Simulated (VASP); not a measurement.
# PbO (P4/nmm) in VASP: notebook, part 2 of 2

VASP 6.6.1.

## Step 5: Relaxation of shape and atoms at fixed volume, PBEsol (18.98 Å³/atom)

This run uses another cell than the first one, of 18.98 Å³/atom.

File INCAR:

```
ALGO = Normal
EDIFF = 1E-6
EDIFFG = -0.01
ENCUT = 600
GGA = PS
IBRION = 2
ISIF = 4
ISMEAR = 0
LASPH = T
LCHARG = F
LREAL = F
LWAVE = F
NELM = 60
NSW = 50
PREC = Accurate
SIGMA = 0.02
```

File KPOINTS:

```
k-points
0
Gamma
  8 8 6
```

File POSCAR:

```
PbO
1.0
    3.9368751935      0.0000000000      0.0000000000
    0.0000000000      3.9368751935      0.0000000000
    0.0000000000      0.0000000000      4.8986661292
Pb O
2 2
Direct
    0.0000000000      0.5000000000      0.2392578202
    0.5000000000      0.0000000000      0.7607421798
    0.0000000000      0.0000000000      0.0000000000
    0.5000000000      0.5000000000      0.0000000000
```

Potentials or basis: VASP PAW PBE potentials, release 64 (Pb_d, O).

On the command line:

```
> cat potpaw_PBE.64/Pb_d/POTCAR potpaw_PBE.64/O/POTCAR > POTCAR
> mpirun -np 1 vasp_std > vasp.out
```

OUTCAR:

```text
EDIFF = 1E-6
   EDIFFG = -0.01
   ENCUT = 600
   GGA = PS
   IBRION = 2
   ISIF = 4
   ISMEAR = 0
   LASPH = T
   LREAL = F
   NELM = 60
   NSW = 50
   PREC = Accurate

 ion  position               nearest neighbor table
   1  0.000  0.500  0.239-   3 2.29   4 2.29   3 2.29   4 2.29   2 3.64   2 3.64   2 3.64   2 3.64
                             2 3.78   2 3.78   2 3.78   2 3.78
   2  0.500  0.000  0.761-   3 2.29   4 2.29   4 2.29   3 2.29   1 3.64   1 3.64   1 3.64   1 3.64
                             1 3.78   1 3.78   1 3.78   1 3.78
   3  0.000  0.000  0.000-   1 2.29   2 2.29   1 2.29   2 2.29
   4  0.500  0.500  0.000-   1 2.29   2 2.29   2 2.29   1 2.29

  LATTYP: Found a simple tetragonal cell.
 ALAT       =     3.9368751935
 C/A-ratio  =     1.2443031309

  Lattice vectors:

 A1 = (   3.9368751935,   0.0000000000,   0.0000000000)
 A2 = (   0.0000000000,   3.9368751935,   0.0000000000)
 A3 = (   0.0000000000,   0.0000000000,   4.8986661292)

Analysis of symmetry for initial positions (statically):
=====================================================================
 Subroutine PRICEL returns:
[... 184 lines left out ...]
  Direction    XX          YY          ZZ          XY          YZ          ZX
  --------------------------------------------------------------------------------------
  -------------------------------------------------------------------------------------
  Total        1.8628917      1.8628917      1.5579821      0.0000000      0.0000000      0.0000000
  in kB       39.3112688     39.3112688     32.8769797      0.0000000      0.0000000      0.0000000
  external PRESSURE =      37.1665058 kB  Pullay stress =       0.0000000 kB
[... 215 lines left out ...]
--------------------------------------- Ionic step        7  -------------------------------------------

 number of electron      39.9999993 magnetization

 Free energy of the ion-electron system (eV)
  ---------------------------------------------------
  ext. energy  EPLUGINS =         0.00000000
  ---------------------------------------------------
  free energy    TOTEN  =       -22.85720842 eV

  energy without entropy =      -22.85720842  energy(sigma->0) =      -22.85720842

 E-fermi :   5.5377     XC(G=0): -10.3540

 val. band max:        5.3807103761   @ k =   0.1250   0.0000   0.0000
 cond. band min:       6.3635386200   @ k =   0.5000   0.5000   0.0000
 fundamental gap:      0.9828282439
 Fermi energy:         5.5377038635

 k-point     1 :       0.0000    0.0000    0.0000
  band No.  band energies     occupation
      1     -12.9900      2.00000
      2     -12.4227      2.00000
      3     -10.5727      2.00000
      4     -10.5727      2.00000
      5     -10.5087      2.00000
      6     -10.4654      2.00000
[... 637 lines left out ...]
     23      11.0886      0.00000
     24      11.0886      0.00000

 [... further k-points ...]

------------------------ aborting loop because EDIFF is reached ----------------------------------------

  FORCE on cell =-STRESS in cart. coord.  units (eV):
  Direction    XX          YY          ZZ          XY          YZ          ZX
  --------------------------------------------------------------------------------------
  -------------------------------------------------------------------------------------
  Total        0.6483177      0.6483177      0.6322791      0.0000000      0.0000000      0.0000000
  in kB       13.6809839     13.6809839     13.3425331      0.0000000      0.0000000      0.0000000
  external PRESSURE =      13.5681669 kB  Pullay stress =       0.0000000 kB
[... 19 lines left out ...]
  FREE ENERGIE OF THE ION-ELECTRON SYSTEM (eV)
  ---------------------------------------------------
  free  energy   TOTEN  =       -22.8572084202 eV

  energy  without entropy=      -22.8572084202  energy(sigma->0) =      -22.85720842

 reached required accuracy - stopping structural energy minimisation
```

CONTCAR:

```text
PbO
   1.00000000000000
     3.9779259784475722    0.0000000000000000    0.0000000000000000
     0.0000000000000000    3.9779259784475722   -0.0000000000000000
     0.0000000000000000    0.0000000000000000    4.7980828196819916
  Pb              O
     2     2
Direct
     0.0000000000000000    0.5000000000000000    0.2464601872892502
     0.5000000000000000    0.0000000000000000    0.7535398127107499
     0.0000000000000000    1.0000000000000000    0.0000000000000000
     0.5000000000000000    0.5000000000000000    0.0000000000000000

  0.00000000E+00  0.00000000E+00  0.00000000E+00
  0.00000000E+00  0.00000000E+00  0.00000000E+00
  0.00000000E+00  0.00000000E+00  0.00000000E+00
  0.00000000E+00  0.00000000E+00  0.00000000E+00
```

Wall time 18 min (1 thread of Intel Xeon 8259CL, shared host); peak memory 0.28 GiB.

Results:

```
Free energy                  : -22.8572 eV
Energy gained by relaxing    : 4.9 meV/atom
Ionic steps                  : 7
Pressure after relaxing      : 1.4 GPa
Largest force after relaxing : 0.006 eV/Å
Band gap on the k mesh       : 0.98 eV (least direct gap 2.03 eV)
```

Forces on the atoms (eV/Å):
```
Pb   0.000  0.000 -0.006
Pb   0.000  0.000  0.006
O    0.000  0.000  0.000
O    0.000  0.000  0.000
```

The path:
| step | energy change (eV) | largest force (eV/Å) | pressure (GPa) | volume (Å³) |
| --- | --- | --- | --- | --- |
| 1 | 0.0000 | 0.4854 | 3.72 | 75.92 |
| 2 | -0.0143 | 0.0835 | 2.31 | 75.92 |
| 3 | -0.0150 | 0.0247 | 1.91 | 75.92 |
| 4 | -0.0173 | 0.0113 | 1.76 | 75.92 |
| 5 | -0.0196 | 0.0166 | 1.41 | 75.92 |
| 6 | -0.0196 | 0.0158 | 1.41 | 75.92 |
| 7 | -0.0196 | 0.0057 | 1.36 | 75.92 |

Final structure:
```cif
data_structure
_symmetry_space_group_name_H-M 'P 1'
_symmetry_Int_Tables_number 1
_cell_length_a 3.9779
_cell_length_b 3.9779
_cell_length_c 4.7981
_cell_angle_alpha 90.000
_cell_angle_beta 90.000
_cell_angle_gamma 90.000
_cell_volume 75.92
loop_
_atom_site_label
_atom_site_type_symbol
_atom_site_fract_x
_atom_site_fract_y
_atom_site_fract_z
_atom_site_occupancy
Pb1 Pb 0.00000 0.50000 0.24646 1
Pb2 Pb 0.50000 0.00000 0.75354 1
O1 O 0.00000 0.00000 0.00000 1
O2 O 0.50000 0.50000 0.00000 1
```

Caveat: the PAW data sets were made with another functional, which shifts forces and pressure a little; spin-orbit coupling is left out, which moves the levels of the heavy elements. A k mesh can miss the band edges.

## Step 6: Relaxation of shape and atoms at fixed volume, PBEsol (19.59 Å³/atom)

This run uses another cell than the first one, of 19.59 Å³/atom.

File INCAR:

```
SYSTEM = PbO
ALGO = Normal
EDIFF = 1E-7
EDIFFG = -0.01
ENCUT = 600
GGA = PS
IBRION = 2
ISIF = 4
ISMEAR = 0
LASPH = .TRUE.
LCHARG = .FALSE.
LREAL = .FALSE.
LWAVE = .FALSE.
NELM = 60
NSW = 50
PREC = Accurate
SIGMA = 0.02
```

File KPOINTS:

```
k-points
0
G
  8 8 6
  0 0 0
```

File POSCAR:

```
PbO
1.0
    3.9472047295      0.0000000000      0.0000000000
    0.0000000000      3.9472047295      0.0000000000
    0.0000000000      0.0000000000      5.0285840167
Pb O
2 2
Direct
    0.0000000000      0.5000000000      0.2331620937
    0.5000000000      0.0000000000      0.7668379063
    0.0000000000      0.0000000000      0.0000000000
    0.5000000000      0.5000000000      0.0000000000
```

Potentials or basis: VASP PAW PBE potentials, release 64 (Pb_d, O).

On the command line:

```
> cat potpaw_PBE.64/Pb_d/POTCAR potpaw_PBE.64/O/POTCAR > POTCAR
> mpirun -np 1 vasp_std > vasp.out
```

OUTCAR:

```text
SYSTEM = PbO
   EDIFF = 1E-7
   EDIFFG = -0.01
   ENCUT = 600
   GGA = PS
   IBRION = 2
   ISIF = 4
   ISMEAR = 0
   LASPH = .TRUE.
   LREAL = .FALSE.
   NELM = 60
   NSW = 50
   PREC = Accurate

 ion  position               nearest neighbor table
   1  0.000  0.500  0.233-   3 2.30   4 2.30   3 2.30   4 2.30   2 3.65   2 3.65   2 3.65   2 3.65
                             2 3.87   2 3.87   2 3.87   2 3.87
   2  0.500  0.000  0.767-   3 2.30   4 2.30   4 2.30   3 2.30   1 3.65   1 3.65   1 3.65   1 3.65
                             1 3.87   1 3.87   1 3.87   1 3.87
   3  0.000  0.000  0.000-   1 2.30   2 2.30   1 2.30   2 2.30
   4  0.500  0.500  0.000-   1 2.30   2 2.30   2 2.30   1 2.30

  LATTYP: Found a simple tetragonal cell.
 ALAT       =     3.9472047295
 C/A-ratio  =     1.2739607802

  Lattice vectors:

 A1 = (   3.9472047295,   0.0000000000,   0.0000000000)
 A2 = (   0.0000000000,   3.9472047295,   0.0000000000)
 A3 = (   0.0000000000,   0.0000000000,   5.0285840167)

Analysis of symmetry for initial positions (statically):
=====================================================================
 Subroutine PRICEL returns:
 Original cell was already a primitive cell.

 Routine SETGRP: Setting up the symmetry group for a
 simple tetragonal supercell.

 Subroutine GETGRP returns: Found 16 space group operations
 (whereof  8 operations were pure point group operations)
 out of a pool of 16 trial point group operations.

The static configuration has the point symmetry D_2d.
 The point group associated with its full space group is D_4h.

Analysis of symmetry for dynamics (positions and initial velocities):
=====================================================================
 Subroutine PRICEL returns:
 Original cell was already a primitive cell.

 Routine SETGRP: Setting up the symmetry group for a
 simple tetragonal supercell.

 Subroutine GETGRP returns: Found 16 space group operations
 (whereof  8 operations were pure point group operations)
 out of a pool of 16 trial point group operations.

The dynamic configuration has the point symmetry D_2d.
[... 134 lines left out ...]
   LRPA    =     F    only Hartree local field effects (RPA)
 conjugate gradient relaxation of ions
 non-spin polarized calculation
 Gauss-broadening in eV      SIGMA  =   0.02
  energy-cutoff  :      600.00
  volume of cell :       78.35
 maximum number of plane-waves:      2648
 NGX is ok and might be reduce to    32
   NGX = 15   NGY = 15   NGZ = 21

--------------------------------------- Ionic step        1  -------------------------------------------

 number of electron      39.9999984 magnetization

 Free energy of the ion-electron system (eV)
  ---------------------------------------------------
  ext. energy  EPLUGINS =         0.00000000
  ---------------------------------------------------
  free energy    TOTEN  =       -22.85562335 eV

  energy without entropy =      -22.85562335  energy(sigma->0) =      -22.85562335

------------------------ aborting loop because EDIFF is reached ----------------------------------------

  FORCE on cell =-STRESS in cart. coord.  units (eV):
  Direction    XX          YY          ZZ          XY          YZ          ZX
  --------------------------------------------------------------------------------------
  -------------------------------------------------------------------------------------
  Total        1.4347611      1.4347611      1.1881832      0.0000000      0.0000000      0.0000000
  in kB       29.3403405     29.3403405     24.2979129      0.0000000      0.0000000      0.0000000
  external PRESSURE =      27.6595313 kB  Pullay stress =       0.0000000 kB
[... 253 lines left out ...]
--------------------------------------- Ionic step        8  -------------------------------------------

 number of electron      39.9999994 magnetization

 Free energy of the ion-electron system (eV)
  ---------------------------------------------------
  ext. energy  EPLUGINS =         0.00000000
  ---------------------------------------------------
  free energy    TOTEN  =       -22.87370615 eV

  energy without entropy =      -22.87370615  energy(sigma->0) =      -22.87370615

 E-fermi :   5.2034     XC(G=0): -10.1656

 val. band max:        5.0843382516   @ k =   0.1250   0.0000   0.0000
 cond. band min:       6.1863592112   @ k =   0.5000   0.5000   0.0000
 fundamental gap:      1.1020209597
 Fermi energy:         5.2033988698

 k-point     1 :       0.0000    0.0000    0.0000
  band No.  band energies     occupation
      1     -13.2409      2.00000
      2     -12.6883      2.00000
      3     -10.8569      2.00000
      4     -10.8569      2.00000
      5     -10.7926      2.00000
      6     -10.7655      2.00000
[... 637 lines left out ...]
     23      10.7914      0.00000
     24      10.7914      0.00000

 [... further k-points ...]

------------------------ aborting loop because EDIFF is reached ----------------------------------------

  FORCE on cell =-STRESS in cart. coord.  units (eV):
  Direction    XX          YY          ZZ          XY          YZ          ZX
  --------------------------------------------------------------------------------------
  -------------------------------------------------------------------------------------
  Total        0.2458858      0.2458858      0.2497951      0.0000000      0.0000000      0.0000000
  in kB        5.0282756      5.0282756      5.1082191      0.0000000      0.0000000      0.0000000
  external PRESSURE =       5.0549234 kB  Pullay stress =       0.0000000 kB
[... 19 lines left out ...]
  FREE ENERGIE OF THE ION-ELECTRON SYSTEM (eV)
  ---------------------------------------------------
  free  energy   TOTEN  =       -22.8737061550 eV

  energy  without entropy=      -22.8737061550  energy(sigma->0) =      -22.87370615

 reached required accuracy - stopping structural energy minimisation
```

OSZICAR:

```text
N       E                     dE             d eps       ncg     rms          rms(c)
DAV:   1     0.469819973241E+03    0.46982E+03   -0.22055E+04  2880   0.220E+03
DAV:   2     0.371976496040E+02   -0.43262E+03   -0.42494E+03  2984   0.521E+02
DAV:   3    -0.248440961802E+02   -0.62042E+02   -0.61005E+02  4016   0.203E+02
[... 70 lines left out ...]
       N       E                     dE             d eps       ncg     rms          rms(c)
DAV:   1    -0.228736787642E+02    0.22152E-04   -0.10912E-02  3528   0.601E-01    0.134E-02
DAV:   2    -0.228737078004E+02   -0.29036E-04   -0.32206E-04  4184   0.196E-01    0.700E-03
DAV:   3    -0.228737064936E+02    0.13068E-05   -0.31258E-06  4352   0.236E-02    0.346E-03
DAV:   4    -0.228737061192E+02    0.37435E-06   -0.82879E-07  4144   0.136E-02    0.792E-04
DAV:   5    -0.228737061550E+02   -0.35750E-07   -0.15401E-07  1832   0.567E-03
   8 F= -.22873706E+02 E0= -.22873706E+02  d E =-.523324E-05
```

It took 23 min on 1 thread of Intel Xeon 8259CL, shared host; peak memory 0.28 GiB.

Results:

* Free energy: -22.8737 eV
* Energy gained by relaxing: 4.5 meV/atom
* Ionic steps: 8
* Pressure after relaxing: 0.5 GPa
* Largest force after relaxing: 0.003 eV/Å
* Band gap on the k mesh: 1.10 eV (least direct gap 2.14 eV)

Forces on the atoms (eV/Å):
```
Pb   0.000  0.000 -0.003
Pb   0.000  0.000  0.003
O    0.000  0.000  0.000
O    0.000  0.000  0.000
```

Step by step:
```tsv
step	energy change (eV)	largest force (eV/Å)	pressure (GPa)	volume (Å³)
1	0.0000	0.4748	2.77	78.35
2	-0.0135	0.0884	1.40	78.35
3	-0.0142	0.0223	1.02	78.35
4	-0.0161	0.0120	0.89	78.35
5	-0.0180	0.0056	0.64	78.35
6	-0.0181	0.0101	0.57	78.35
7	-0.0181	0.0103	0.55	78.35
8	-0.0181	0.0032	0.51	78.35
```

Final structure:
```
CELL_PARAMETERS angstrom
3.98467 0.00000 0.00000
0.00000 3.98467 0.00000
0.00000 0.00000 4.93446
ATOMIC_POSITIONS crystal
Pb 0.00000 0.50000 0.24004
Pb 0.50000 0.00000 0.75996
O 0.00000 0.00000 0.00000
O 0.50000 0.50000 0.00000
```

Levels at points of the mesh, in eV from the valence-band top:
| k point | band 16 | band 17 | band 18 | band 19 | band 20 | band 21 | band 22 | band 23 | band 24 |
| --- | --- | --- | --- | --- | --- | --- | --- | --- | --- |
| (0.00, 0.00, 0.00) | -4.32 | -1.69 | -1.67 | -1.67 | -0.02 | 2.40 | 5.57 | 5.57 | 5.59 |
| (0.50, 0.00, 0.00) | -3.20 | -3.03 | -3.03 | -1.66 | -1.66 | 3.42 | 3.42 | 6.65 | 6.65 |
| (0.50, 0.50, 0.00) | -3.42 | -1.62 | -1.62 | -1.03 | -1.03 | 1.10 | 1.10 | 5.26 | 5.26 |
| (0.00, 0.00, 0.50) | -4.13 | -1.74 | -1.70 | -1.70 | -0.89 | 1.88 | 3.89 | 3.89 | 4.13 |
| (0.50, 0.00, 0.50) | -3.73 | -2.99 | -2.99 | -0.96 | -0.96 | 3.10 | 3.10 | 6.24 | 6.24 |
| (0.50, 0.50, 0.50) | -3.93 | -2.28 | -2.28 | -1.04 | -1.04 | 3.44 | 3.44 | 4.83 | 4.83 |

Caveat: the PAW data sets were made with another functional, which shifts forces and pressure a little; spin-orbit coupling is left out, which moves the levels of the heavy elements.

## Step 7: Summary

| task | cell | cutoff (eV) | gap on the mesh (eV) | pressure (GPa) | largest force (eV/Å) |
| --- | --- | --- | --- | --- | --- |
| relaxation of shape and atoms at fixed volume | relaxed from a = 4.035, b = 4.035, c = 5.259 Å, 4 atoms, atomic positions A | 600 | 1.51 | -0.8 | 0.01 |
| single point | a = 3.997, b = 3.997, c = 5.209 Å, 4 atoms, atomic positions A | 520 | 1.38 | -0.4 | 0.04 |
| single point | a = 3.995, b = 3.995, c = 5.363 Å, 4 atoms, atomic positions B | 520 | 1.51 | -0.6 | 0.04 |
| relaxation of shape and atoms at fixed volume | relaxed from a = 3.937, b = 3.937, c = 4.899 Å, 4 atoms, atomic positions C | 600 | 0.98 | 1.4 | 0.01 |
| relaxation of shape and atoms at fixed volume | relaxed from a = 3.947, b = 3.947, c = 5.029 Å, 4 atoms, atomic positions D | 600 | 1.10 | 0.5 | - |

Alike in all rows: level PBEsol; potentials or basis VASP PAW PBE potentials, release 64 (Pb_d, O); no spin polarisation; k mesh 8 × 8 × 6; smearing gaussian 0.02 eV.

Caveats: the PAW data sets were made with another functional, which shifts forces and pressure a little; spin-orbit coupling is left out, which moves the levels of the heavy elements.

Absolute energies hang on the potentials; compare differences alone.
